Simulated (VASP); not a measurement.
# N (P2_13) in VASP: relaxation of cell and atoms with LDA

Aim: the relaxation of cell and atoms of N with LDA.

Program: VASP 6.6.1. These are calculated values, not measurements. Logs are shortened: lines on timing, memory, paths and dates and some standing lists are left out, and cuts for length are marked.

**1. The cell of the first run**

The structure is cubic, space group P2_13 (No. 198). The conventional cell has a = 5.649 Å, b = 5.649 Å, c = 5.649 Å, α = 90.00°, β = 90.00°, γ = 90.00°. N (site symmetry 3) has 12 N at 3.78 to 4.25 Å within 5.0 Å.

**2. Relaxation of cell and atoms, LDA, collinear spin, ferromagnetic start**

The input, INCAR:

```
SYSTEM = N
PREC = Accurate
ENCUT = 600
EDIFF = 1E-7
ISMEAR = 0
SIGMA = 0.02
LREAL = .FALSE.
LASPH = .TRUE.
NELM = 150
ALGO = Normal
ISIF = 3
LWAVE = .FALSE.
LCHARG = .FALSE.
ISPIN = 2
MAGMOM = 3.2 3.2 3.2 3.2
LORBIT = 11
GGA = CA
IBRION = 2
NSW = 100
EDIFFG = -0.005
```

The input, KPOINTS:

```
Automatic mesh
0
G
  4 4 4
  0 0 0
```

The input, POSCAR:

```
N
1.0
    5.6490000000      0.0000000000      0.0000000000
    0.0000000000      5.6490000000      0.0000000000
    0.0000000000      0.0000000000      5.6490000000
N
4
Direct
    0.0300000000      0.0300000000      0.0300000000
    0.4700000000      0.9700000000      0.5300000000
    0.5300000000      0.4700000000      0.9700000000
    0.9700000000      0.5300000000      0.4700000000
```

Potentials or basis: VASP PAW LDA potentials, release 64 (N).

On the command line:

```console
cat potpaw_LDA.64/N/POTCAR > POTCAR
mpirun -np 1 vasp_std > vasp.out
```

OUTCAR:

```text
SYSTEM = N
   PREC = Accurate
   ENCUT = 600
   EDIFF = 1E-7
   ISMEAR = 0
   LREAL = .FALSE.
   LASPH = .TRUE.
   NELM = 150
   ISIF = 3
   ISPIN = 2
   LORBIT = 11
   GGA = CA
   IBRION = 2
   NSW = 100
   EDIFFG = -0.005

 ion  position               nearest neighbor table
   1  0.030  0.030  0.030-
   2  0.470  0.970  0.530-
   3  0.530  0.470  0.970-
   4  0.970  0.530  0.470-

  LATTYP: Found a simple cubic cell.
 ALAT       =     5.6490000000

  Lattice vectors:

 A1 = (   5.6490000000,   0.0000000000,   0.0000000000)
 A2 = (   0.0000000000,   5.6490000000,   0.0000000000)
 A3 = (   0.0000000000,   0.0000000000,   5.6490000000)

Analysis of symmetry for initial positions (statically):
=====================================================================
 Subroutine PRICEL returns:
 Original cell was already a primitive cell.

 Routine SETGRP: Setting up the symmetry group for a
 simple cubic supercell.

 Subroutine GETGRP returns: Found 12 space group operations
 (whereof  3 operations were pure point group operations)
 out of a pool of 48 trial point group operations.

The static configuration has the point symmetry C_3 .
 The point group associated with its full space group is T   .

Analysis of symmetry for dynamics (positions and initial velocities):
=====================================================================
 Subroutine PRICEL returns:
 Original cell was already a primitive cell.

 Routine SETGRP: Setting up the symmetry group for a
 simple cubic supercell.

 Subroutine GETGRP returns: Found 12 space group operations
 (whereof  3 operations were pure point group operations)
 out of a pool of 48 trial point group operations.

The dynamic configuration has the point symmetry C_3 .
 The point group associated with its full space group is T   .

Analysis of structural, dynamic, and magnetic symmetry:
=====================================================================
 Subroutine PRICEL returns:
 Original cell was already a primitive cell.

 Routine SETGRP: Setting up the symmetry group for a
 simple cubic supercell.

 Subroutine GETGRP returns: Found 12 space group operations
 (whereof  3 operations were pure point group operations)
 out of a pool of 48 trial point group operations.

The overall configuration has the point symmetry C_3 .
 The point group associated with its full space group is T   .

 Subroutine INISYM returns: Found 12 space group operations
 (whereof  3 operations are pure point group operations),
 and found     1 'primitive' translations

----------------------------------------------------------------------------------------

                                     Primitive cell

  volume of cell :     180.2664

  direct lattice vectors                    reciprocal lattice vectors
     5.649000000  0.000000000  0.000000000     0.177022482  0.000000000  0.000000000
     0.000000000  5.649000000  0.000000000     0.000000000  0.177022482  0.000000000
     0.000000000  0.000000000  5.649000000     0.000000000  0.000000000  0.177022482

  length of vectors
     5.649000000  5.649000000  5.649000000     0.177022482  0.177022482  0.177022482

  position of ions in fractional coordinates (direct lattice)
     0.030000000  0.030000000  0.030000000
     0.470000000  0.970000000  0.530000000
     0.530000000  0.470000000  0.970000000
     0.970000000  0.530000000  0.470000000

  ion indices of the primitive-cell ions
   primitive index   ion index
                 1           1
                 2           2
                 3           3
                 4           4

----------------------------------------------------------------------------------------

 KPOINTS: Automatic mesh

Automatic generation of k-mesh.
 Grid dimensions read from file:
 generate k-points for:    4    4    4

 Generating k-lattice:

  Cartesian coordinates                     Fractional coordinates (reciprocal lattice)
     0.044255620  0.000000000  0.000000000     0.250000000  0.000000000  0.000000000
     0.000000000  0.044255620  0.000000000     0.000000000  0.250000000  0.000000000
     0.000000000  0.000000000  0.044255620     0.000000000  0.000000000  0.250000000

  Length of vectors
     0.044255620  0.044255620  0.044255620

  Shift w.r.t. Gamma in fractional coordinates (k-lattice)
     0.000000000  0.000000000  0.000000000

 Subroutine IBZKPT returns following result:
 ===========================================

 Found     11 irreducible k-points:

 Following reciprocal coordinates:
            Coordinates               Weight
  0.000000  0.000000  0.000000      1.000000
  0.250000  0.000000  0.000000      6.000000
  0.500000  0.000000  0.000000      3.000000
  0.250000  0.250000  0.000000     12.000000
  0.500000  0.250000  0.000000      6.000000
 -0.250000  0.500000  0.000000      6.000000
  0.500000  0.500000  0.000000      3.000000
  0.250000  0.250000  0.250000      8.000000
  0.500000  0.250000  0.250000     12.000000
  0.500000  0.500000  0.250000      6.000000
  0.500000  0.500000  0.500000      1.000000
   k-points           NKPTS =     11   k-points in BZ     NKDIM =     11   number of bands    NBANDS=     20
   number of dos      NEDOS =    301   number of ions     NIONS =      4
   total plane-waves  NPLWV = 110592
   dimension x,y,z NGX =    48 NGY =   48 NGZ =   48
   dimension x,y,z NGXF=    96 NGYF=   96 NGZF=   96
   ions per type =               4
   NGX,Y,Z   is equivalent  to a cutoff of  14.13, 14.13, 14.13 a.u.
   NGXF,Y,Z  is equivalent  to a cutoff of  28.25, 28.25, 28.25 a.u.
 SYSTEM =  N
   PREC   = accura    normal or accurate (medium, high low for compatibility)
   ISTART =      0    job   : 0-new  1-cont  2-samecut
   ICHARG =      2    charge: 1-file 2-atom 10-const
   ISPIN  =      2    spin polarized calculation?
   LNONCOLLINEAR =      F non collinear calculations
   LSORBIT =      F    spin-orbit coupling
   LASPH  =      T    aspherical Exc in radial PAW
   ENCUT  =  600.0 eV  44.10 Ry    6.64 a.u.  11.28 11.28 11.28*2*pi/ulx,y,z
   NELM   =    150;   NELMIN=  2; NELMDL= -5     # of ELM steps
   EDIFF  = 0.1E-06   stopping-criterion for ELM
   LREAL  =      F    real-space projection
   EDIFFG = -.5E-02   stopping-criterion for IOM
   NSW    =    100    number of steps for IOM
   IBRION =      2    ionic relax: 0-MD 1-quasi-New 2-CG
   NFREE  =      1    steps in history (QN), initial steepest desc. (CG)
   ISIF   =      3    stress and relaxation
   ISYM   =      2    0-nonsym 1-usesym 2-fastsym
   POTIM  = 0.5000    time-step for ionic-motion
   TEBEG  =    0.0;   TEEND  =   0.0 temperature during run
   PSTRESS=    0.0 pullay stress
   NELECT =      20.0000    total number of electrons
   NUPDOWN=      -1.0000    fix difference up-down
   EMIN   =  10.00;   EMAX   =-10.00  energy-range for DOS
   EFERMI =   0.00;   METHOD = LEGACY
   ISMEAR =     0;   SIGMA  =   0.02  broadening in eV -4-tet -1-fermi 0-gaus
   EFERMI_NEDOS =   21; number of points for ismear=-14 and -15
   IALGO  =     38    algorithm
   IMIX   =      4    mixing-type and parameters
     AMIX     =   0.40;   BMIX     =  1.00
     AMIX_MAG =   1.60;   BMIX_MAG =  1.00
  volume/ion in A,a.u.               =      45.07       304.12
  Fermi-wavevector in a.u.,A,eV,Ry     =   0.786647  1.486547  8.419470  0.618814
  Thomas-Fermi vector in A             =   1.891228
   LORBIT       =     11    0 simple, 1 ext, 2 COOP (PROOUT), +10 PAW based schemes
   GGA     = CA    functional components
   LHFCALC =     F    Hartree Fock is set to
   AEXX    =    0.0000 exact exchange contribution
   IVDW    =     0    specifies the selected vdW correction
   LEPSILON=     F    determine dielectric tensor
   LRPA    =     F    only Hartree local field effects (RPA)
 conjugate gradient relaxation of ions
 spin polarized calculation
 Gauss-broadening in eV      SIGMA  =   0.02
  energy-cutoff  :      600.00
  volume of cell :      180.27
 maximum number of plane-waves:      6062
 NGX is ok and might be reduce to    48
   NGX = 23   NGY = 23   NGZ = 23

--------------------------------------- Ionic step        1  -------------------------------------------

 number of electron      19.9999998 magnetization      11.9999971

 Free energy of the ion-electron system (eV)
  ---------------------------------------------------
  ext. energy  EPLUGINS =         0.00000000
  ---------------------------------------------------
  free energy    TOTEN  =       -11.71062608 eV

  energy without entropy =      -11.71062608  energy(sigma->0) =      -11.71062608

------------------------ aborting loop because EDIFF is reached ----------------------------------------

  FORCE on cell =-STRESS in cart. coord.  units (eV):
  Direction    XX          YY          ZZ          XY          YZ          ZX
  --------------------------------------------------------------------------------------
  -------------------------------------------------------------------------------------
  Total       -0.3521111     -0.3521111     -0.3521111      0.0000000      0.0000000      0.0000000
  in kB       -3.1295047     -3.1295047     -3.1295047      0.0000000      0.0000000      0.0000000
  external PRESSURE =      -3.1295047 kB  Pullay stress =       0.0000000 kB
[... 95 lines left out ...]
  FREE ENERGIE OF THE ION-ELECTRON SYSTEM (eV)
  ---------------------------------------------------
  free  energy   TOTEN  =       -11.7291458602 eV

  energy  without entropy=      -11.7291458602  energy(sigma->0) =      -11.72914586

[... ionic steps 4 to 14 ...]

--------------------------------------- Ionic step       15  -------------------------------------------

 number of electron      20.0000000 magnetization      12.0000000

------------------------ aborting loop because EDIFF is reached ----------------------------------------
[... 71 lines left out ...]
--------------------------------------- Ionic step       17  -------------------------------------------

 number of electron      20.0000001 magnetization      12.0000003

 Free energy of the ion-electron system (eV)
  ---------------------------------------------------
  ext. energy  EPLUGINS =         0.00000000
  ---------------------------------------------------
  free energy    TOTEN  =       -11.85993188 eV

  energy without entropy =      -11.85993188  energy(sigma->0) =      -11.85993188

 E-fermi :  -4.4903     XC(G=0):  -6.7836

 val. band max:       -4.6556035377   @ k =   0.0000   0.0000   0.0000
 cond. band min:      -3.1150790881   @ k =   0.5000   0.5000   0.5000
 fundamental gap:      1.5405244495
 Fermi energy:        -4.4903451409

 spin component 1

 k-point     1 :       0.0000    0.0000    0.0000
  band No.  band energies     occupation
      1     -17.1465      1.00000
      2     -16.4295      1.00000
      3     -16.4295      1.00000
      4     -16.4295      1.00000
      5      -6.2909      1.00000
      6      -6.2909      1.00000
[... 229 lines left out ...]
      6      -6.5086      1.00000
[... 12 lines left out ...]
     19       6.4693      0.00000
     20       6.4693      0.00000
 Fermi energy:        -4.4903451409

 spin component 2

 k-point     1 :       0.0000    0.0000    0.0000
  band No.  band energies     occupation
      1     -13.1928      1.00000
      2     -12.1648      1.00000
      3     -12.1648      1.00000
      4     -12.1648      1.00000
      5      -2.7491      0.00000
      6      -2.7491      0.00000
[... 273 lines left out ...]
  FREE ENERGIE OF THE ION-ELECTRON SYSTEM (eV)
  ---------------------------------------------------
  free  energy   TOTEN  =       -11.8599318806 eV

  energy  without entropy=      -11.8599318806  energy(sigma->0) =      -11.85993188

 reached required accuracy - stopping structural energy minimisation

 total charge

# of ion       s       p       d       tot
------------------------------------------
    1        1.347   1.881   0.000   3.229
    2        1.347   1.881   0.000   3.229
    3        1.347   1.881   0.000   3.229
    4        1.347   1.881   0.000   3.229
--------------------------------------------------
tot          5.389   7.526   0.000  12.915

 magnetization (x)

# of ion       s       p       d       tot
------------------------------------------
    1        0.040   1.881   0.000   1.921
    2        0.040   1.881   0.000   1.921
    3        0.040   1.881   0.000   1.921
    4        0.040   1.881   0.000   1.921
--------------------------------------------------
tot          0.159   7.523   0.000   7.682
```

It took 26 min on 1 thread of Oxide Virtual Turin-like, shared host; peak memory 0.27 GiB.

Results:

```yaml
Free_energy: -11.8599 eV
Relaxed_volume: 27.82 Å³/atom
Relaxed_cell: a = 4.810 Å, b = 4.810 Å, c = 4.810 Å, α = 90.00°, β = 90.00°, γ = 90.00°
Space_group_after_relaxing_to_0.1_Å: Fm-3m (No. 225)
Energy_gained_by_relaxing: 37.3 meV/atom
Ionic_steps: 17
Pressure_after_relaxing: 0.0 GPa
Band_gap_on_the_k_mesh: 1.54 eV (least direct gap 1.72 eV)
Net_moment: 12.00 μB per cell
Site_moments: N +1.92 μB
Valence_electrons_inside_the_program's_atomic_spheres: N 3.23
```

The path:
| step | energy change (eV) | largest force (eV/Å) | pressure (GPa) | volume (Å³) |
| --- | --- | --- | --- | --- |
| 1 | 0.0000 | 0.0050 | -0.31 | 180.27 |
| 2 | -0.0045 | 0.0045 | -0.32 | 177.98 |
| 3 | -0.0185 | 0.0030 | -0.34 | 171.24 |
| 4 | -0.0478 | 0.0017 | -0.38 | 158.26 |
| 5 | -0.1016 | 0.0201 | -0.30 | 134.31 |
| 6 | -0.0336 | 0.1339 | 1.48 | 93.92 |
| 7 | -0.1165 | 0.0341 | -0.16 | 124.40 |
| 8 | -0.1200 | 0.0499 | 0.03 | 116.49 |
| 9 | -0.1201 | 0.0466 | -0.01 | 117.95 |
| 10 | -0.1231 | 0.0465 | 0.00 | 116.85 |
| 11 | -0.1312 | 0.0442 | 0.04 | 113.61 |
| 12 | -0.1412 | 0.0313 | 0.20 | 107.32 |
| 13 | -0.1449 | 0.0232 | 0.12 | 108.80 |
| 14 | -0.1488 | 0.0063 | -0.04 | 112.61 |
| 15 | -0.1488 | 0.0058 | -0.05 | 112.76 |
| 16 | -0.1491 | 0.0039 | -0.03 | 112.29 |
| 17 | -0.1493 | 0.0007 | 0.00 | 111.28 |

Final structure:
```yaml
crystal:
  lattice:
    - [4.80989, 0.00000, 0.00000]
    - [0.00000, 4.80989, 0.00000]
    - [0.00000, 0.00000, 4.80989]
  atoms:
    - { symbol: N, position: [0.99963, 0.99963, 0.99963] }
    - { symbol: N, position: [0.50037, 0.00037, 0.49963] }
    - { symbol: N, position: [0.49963, 0.50037, 0.00037] }
    - { symbol: N, position: [0.00037, 0.49963, 0.50037] }
```

Caveat: the volume moved by over 15 % at a fixed basis, so the end points are rough. Zero-point motion and thermal expansion aren't in these numbers.
